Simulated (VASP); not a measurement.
Wanted: the native input for a VASP 6.6.1 run.

```yaml
Task: single point
Functional: PBEsol
Potentials_or_basis: VASP PAW PBE potentials, release 64 (Bi_d)
Cutoff: 520 eV
k_mesh: 12 × 12 × 12
Occupations: gaussian, width 0.05 eV
Spin: no spin polarisation
Dipole_correction: no
Further_INCAR_settings: ALGO = Fast; EDIFF = 1e-06; NBANDS = 14
```

The structure of Bi lies in POSCAR:

```
Bi
1.0
   -4.3774736921      4.3774736921      1.3532120096
    4.3774736921     -4.3774736921      1.3532120096
    4.3774736921      4.3774736921     -1.3532120096
Bi
1
Direct
    0.0000000000      0.0000000000      0.0000000000
```

This cell differs from its parent crystal: ratio of the length along z to the lengths across it x 0.92, volume and fractional coordinates fixed.

These files were run (other wordings do the same):

INCAR

```
ALGO = Fast ; EDIFF = 1E-6
ENCUT = 520 ; GGA = PS
ISIF = 2 ; ISMEAR = 0
LASPH = True ; LCHARG = False
LREAL = False ; LWAVE = False
NBANDS = 14 ; NELM = 80
PREC = Accurate ; SIGMA = 0.05
```

KPOINTS

```
k-points
0
Gamma
  12 12 12
```

Potentials or basis: VASP PAW PBE potentials, release 64 (Bi_d).

Run with:

```bash
$ cat potpaw_PBE.64/Bi_d/POTCAR > POTCAR
$ mpirun -np 1 vasp_std > vasp.out
```

It gave:

The pressure is 2.1 GPa.

Caveat: the PAW data sets were made with another functional, which shifts forces and pressure a little.

Run time: 3.7 min on 1 thread of Intel(R) Xeon(R) 6975P-C (Granite Rapids), with other jobs on the host, peak memory 0.46 GiB.
